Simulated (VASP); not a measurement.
# TiPt3 (Pm-3m) in VASP: single point with PBEsol

Aim: the single point of TiPt3 with PBEsol.

All numbers are computed with VASP 6.6.1; they aren't measurements. Logs are shortened: lines on timing, memory, paths and dates and some standing lists are left out, and cuts for length are marked.

## (1) The cell of the first run

Symmetry: Pm-3m, No. 221, cubic system. The conventional cell has a = 3.897 Å, b = 3.897 Å, c = 3.897 Å, α = 90.00°, β = 90.00°, γ = 90.00°. Ti (site symmetry m-3m) has 12 Pt at 2.76 Å within 3.6 Å. Pt (site symmetry 4/mmm) has 4 Ti at 2.76 Å and 8 Pt at 2.76 Å within 3.6 Å.

## (2) Single point, PBEsol

Input file INCAR:

```
SYSTEM = TiPt3
PREC = Accurate ; ENCUT = 500
EDIFF = 1E-6 ; ISMEAR = 0
SIGMA = 0.05 ; LREAL = .FALSE.
LASPH = .TRUE. ; NELM = 120
ALGO = Normal ; ISIF = 2
LWAVE = .FALSE. ; LCHARG = .TRUE.
GGA = PS ; LELF = .TRUE.
LVHAR = .TRUE. ; NBANDS = 29
GGA_COMPAT = .FALSE.
```

Input file KPOINTS:

```
regular mesh
0
G
  10 10 10
  0 0 0
```

Input file POSCAR:

```
TiPt3
1.0
    3.8970000000      0.0000000000      0.0000000000
    0.0000000000      3.8970000000      0.0000000000
    0.0000000000      0.0000000000      3.8970000000
Ti Pt
1 3
Direct
    0.0000000000      0.0000000000      0.0000000000
    0.0000000000      0.5000000000      0.5000000000
    0.5000000000      0.0000000000      0.5000000000
    0.5000000000      0.5000000000      0.0000000000
```

Potentials or basis: VASP PAW PBE potentials, release 64 (Ti_sv, Pt).

Command:

```sh
$ cat potpaw_PBE.64/Ti_sv/POTCAR potpaw_PBE.64/Pt/POTCAR > POTCAR
$ mpirun -np 1 vasp_std > vasp.out
```

OUTCAR:

```text
SYSTEM = TiPt3
   PREC = Accurate
   ENCUT = 500
   EDIFF = 1E-6
   ISMEAR = 0
   LREAL = .FALSE.
   LASPH = .TRUE.
   NELM = 120
   ISIF = 2
   GGA = PS

 ion  position               nearest neighbor table
   1  0.000  0.000  0.000-   2 2.76   3 2.76   4 2.76   2 2.76   3 2.76   2 2.76   4 2.76   2 2.76
                             3 2.76   4 2.76   3 2.76   4 2.76
   2  0.000  0.500  0.500-   1 2.76   3 2.76   4 2.76   1 2.76   4 2.76   1 2.76   3 2.76   1 2.76
                             3 2.76   4 2.76   4 2.76   3 2.76
   3  0.500  0.000  0.500-   1 2.76   2 2.76   4 2.76   1 2.76   4 2.76   2 2.76   4 2.76   4 2.76
                             1 2.76   2 2.76   1 2.76   2 2.76
   4  0.500  0.500  0.000-   1 2.76   2 2.76   3 2.76   2 2.76   3 2.76   1 2.76   3 2.76   3 2.76
                             1 2.76   2 2.76   2 2.76   1 2.76

  LATTYP: Found a simple cubic cell.
 ALAT       =     3.8970000000

  Lattice vectors:

 A1 = (   3.8970000000,   0.0000000000,   0.0000000000)
 A2 = (   0.0000000000,   3.8970000000,   0.0000000000)
 A3 = (   0.0000000000,   0.0000000000,   3.8970000000)

Analysis of symmetry for initial positions (statically):
=====================================================================
 Subroutine PRICEL returns:
 Original cell was already a primitive cell.

 Routine SETGRP: Setting up the symmetry group for a
 simple cubic supercell.

 Subroutine GETGRP returns: Found 48 space group operations
 (whereof 48 operations were pure point group operations)
 out of a pool of 48 trial point group operations.

The static configuration has the point symmetry O_h .

Analysis of symmetry for dynamics (positions and initial velocities):
=====================================================================
 Subroutine PRICEL returns:
 Original cell was already a primitive cell.

 Routine SETGRP: Setting up the symmetry group for a
 simple cubic supercell.

 Subroutine GETGRP returns: Found 48 space group operations
 (whereof 48 operations were pure point group operations)
 out of a pool of 48 trial point group operations.

The dynamic configuration has the point symmetry O_h .

 Subroutine INISYM returns: Found 48 space group operations
 (whereof 48 operations are pure point group operations),
 and found     1 'primitive' translations

----------------------------------------------------------------------------------------

                                     Primitive cell

  volume of cell :      59.1822

[... 86 lines left out ...]
   ISPIN  =      1    spin polarized calculation?
   LNONCOLLINEAR =      F non collinear calculations
   LSORBIT =      F    spin-orbit coupling
   LASPH  =      T    aspherical Exc in radial PAW
   ENCUT  =  500.0 eV  36.75 Ry    6.06 a.u.   7.11  7.11  7.11*2*pi/ulx,y,z
   NELM   =    120;   NELMIN=  2; NELMDL= -5     # of ELM steps
   EDIFF  = 0.1E-05   stopping-criterion for ELM
   LREAL  =      F    real-space projection
   EDIFFG = 0.1E-04   stopping-criterion for IOM
   NSW    =      0    number of steps for IOM
   IBRION =     -1    ionic relax: 0-MD 1-quasi-New 2-CG
   NFREE  =      0    steps in history (QN), initial steepest desc. (CG)
   ISIF   =      2    stress and relaxation
   ISYM   =      2    0-nonsym 1-usesym 2-fastsym
   POTIM  = 0.5000    time-step for ionic-motion
   TEBEG  =    0.0;   TEEND  =   0.0 temperature during run
   PSTRESS=    0.0 pullay stress
   NELECT =      42.0000    total number of electrons
   NUPDOWN=      -1.0000    fix difference up-down
   EMIN   =  10.00;   EMAX   =-10.00  energy-range for DOS
   EFERMI =   0.00;   METHOD = LEGACY
   ISMEAR =     0;   SIGMA  =   0.05  broadening in eV -4-tet -1-fermi 0-gaus
   EFERMI_NEDOS =   21; number of points for ismear=-14 and -15
   IALGO  =     38    algorithm
   IMIX   =      4    mixing-type and parameters
     AMIX     =   0.40;   BMIX     =  1.00
     AMIX_MAG =   1.60;   BMIX_MAG =  1.00
  volume/ion in A,a.u.               =      14.80        99.85
  Fermi-wavevector in a.u.,A,eV,Ry     =   1.460251  2.759474 29.012153  2.132333
  Thomas-Fermi vector in A             =   2.576723
   LORBIT       =      0    0 simple, 1 ext, 2 COOP (PROOUT), +10 PAW based schemes
   GGA     = PS    functional components
   LHFCALC =     F    Hartree Fock is set to
   AEXX    =    0.0000 exact exchange contribution
   IVDW    =     0    specifies the selected vdW correction
   LEPSILON=     F    determine dielectric tensor
   LRPA    =     F    only Hartree local field effects (RPA)
 non-spin polarized calculation
 Gauss-broadening in eV      SIGMA  =   0.05
  energy-cutoff  :      500.00
  volume of cell :       59.18
 maximum number of plane-waves:      1517
   NGX = 15   NGY = 15   NGZ = 15

 number of electron      42.0000011 magnetization

 Free energy of the ion-electron system (eV)
  ---------------------------------------------------
  ext. energy  EPLUGINS =         0.00000000
  ---------------------------------------------------
  free energy    TOTEN  =       -32.76232091 eV

  energy without entropy =      -32.76057578  energy(sigma->0) =      -32.76144835

 E-fermi :  11.7282     XC(G=0): -13.4232

 val. band max:       11.6921052003   @ k =   0.5000   0.1000   0.0000
 cond. band min:      11.7507146773   @ k =   0.4000   0.1000   0.1000
 fundamental gap:      0.0586094769
 Fermi energy:        11.7282171181

 k-point     1 :       0.0000    0.0000    0.0000
  band No.  band energies     occupation
      1     -46.2413      2.00000
      2     -22.5619      2.00000
      3     -22.5619      2.00000
      4     -22.5619      2.00000
      5       1.4172      2.00000
      6       4.2528      2.00000
[... 757 lines left out ...]
     28      16.7942      0.00000
     29      19.0022      0.00000

 [... further k-points ...]
[... 5 lines left out ...]
  --------------------------------------------------------------------------------------
  -------------------------------------------------------------------------------------
  Total        0.0845001      0.0845001      0.0845001      0.0000000     -0.0000000      0.0000000
  in kB        2.2875824      2.2875824      2.2875824      0.0000000     -0.0000000      0.0000000
  external PRESSURE =       2.2875824 kB  Pullay stress =       0.0000000 kB

 VOLUME and BASIS-vectors are now :
 -----------------------------------------------------------------------------
  energy-cutoff  :      500.00
  volume of cell :       59.18
      direct lattice vectors                 reciprocal lattice vectors
     3.897000000  0.000000000  0.000000000     0.256607647  0.000000000  0.000000000
     0.000000000  3.897000000  0.000000000     0.000000000  0.256607647  0.000000000
     0.000000000  0.000000000  3.897000000     0.000000000  0.000000000  0.256607647

 POSITION                                       TOTAL-FORCE (eV/Angst)
 -----------------------------------------------------------------------------------
      0.00000      0.00000      0.00000         0.000000      0.000000      0.000000
      0.00000      1.94850      1.94850         0.000000      0.000000      0.000000
      1.94850      0.00000      1.94850         0.000000      0.000000      0.000000
      1.94850      1.94850      0.00000         0.000000      0.000000      0.000000
 -----------------------------------------------------------------------------------
    total drift:                                0.000000      0.000000      0.000000

  FREE ENERGIE OF THE ION-ELECTRON SYSTEM (eV)
  ---------------------------------------------------
  free  energy   TOTEN  =       -32.7623209148 eV

  energy  without entropy=      -32.7605757778  energy(sigma->0) =      -32.76144835
```

OSZICAR:

```text
N       E                     dE             d eps       ncg     rms          rms(c)
DAV:   1     0.365680506805E+03    0.36568E+03   -0.20338E+04  3248   0.152E+03
DAV:   2    -0.964504390242E+01   -0.37533E+03   -0.35632E+03  3442   0.396E+02
DAV:   3    -0.352661940751E+02   -0.25621E+02   -0.24397E+02  3952   0.995E+01
DAV:   4    -0.361677429410E+02   -0.90155E+00   -0.89790E+00  4119   0.175E+01
DAV:   5    -0.361919761632E+02   -0.24233E-01   -0.24228E-01  3908   0.280E+00    0.234E+01
DAV:   6    -0.339389921799E+02    0.22530E+01   -0.10261E+01  3551   0.289E+01    0.131E+01
DAV:   7    -0.338351574405E+02    0.10383E+00   -0.19302E+01  4239   0.283E+01    0.107E+01
DAV:   8    -0.328784328865E+02    0.95672E+00   -0.10396E+00  3515   0.994E+00    0.427E+00
DAV:   9    -0.328640987195E+02    0.14334E-01   -0.14288E+00  4584   0.693E+00    0.319E+00
DAV:  10    -0.327625842242E+02    0.10151E+00   -0.40469E-01  3822   0.447E+00    0.398E-01
DAV:  11    -0.327660793654E+02   -0.34951E-02   -0.72377E-03  3783   0.669E-01    0.588E-01
DAV:  12    -0.327623080022E+02    0.37714E-02   -0.13939E-02  4311   0.762E-01    0.271E-02
DAV:  13    -0.327623236674E+02   -0.15665E-04   -0.19973E-04  3550   0.101E-01    0.190E-02
DAV:  14    -0.327623222147E+02    0.14527E-05   -0.32299E-05  4081   0.408E-02    0.144E-02
DAV:  15    -0.327623209481E+02    0.12666E-05   -0.40403E-06  2757   0.172E-02    0.361E-03
DAV:  16    -0.327623209148E+02    0.33235E-07   -0.61718E-07  1807   0.557E-03
   1 F= -.32762321E+02 E0= -.32761448E+02  d E =-.174514E-02
```

Wall time 2.2 min (1 thread of Intel Xeon 8259CL, shared host); peak memory 0.21 GiB.

Results:

- Free energy: -32.7623 eV
- Pressure: 0.2 GPa
- Band gap on the k mesh: zero (band 21 reaches 13.11 eV, above the bottom of band 22 at 11.26 eV)

Levels at points of the mesh, in eV from the Fermi level:
```
           k point  band 18  band 19  band 20  band 21  band 22  band 23  band 24  band 25
(0.00, 0.00, 0.00)     0.02     0.02     0.02     1.38     1.38     1.51     1.51     1.51
(0.50, 0.00, 0.00)    -2.71    -2.64    -1.39    -0.23    -0.23     0.03     0.43     0.74
(0.50, 0.50, 0.00)    -3.15    -2.51    -2.33    -2.30     0.19     0.19     0.34     1.47
(0.50, 0.50, 0.50)    -0.76    -0.76    -0.76    -0.47    -0.47    -0.47     1.19     1.19
```

Caveat: the PAW data sets were made with another functional, which shifts forces and pressure a little; spin-orbit coupling is left out, which moves the levels of the heavy elements.
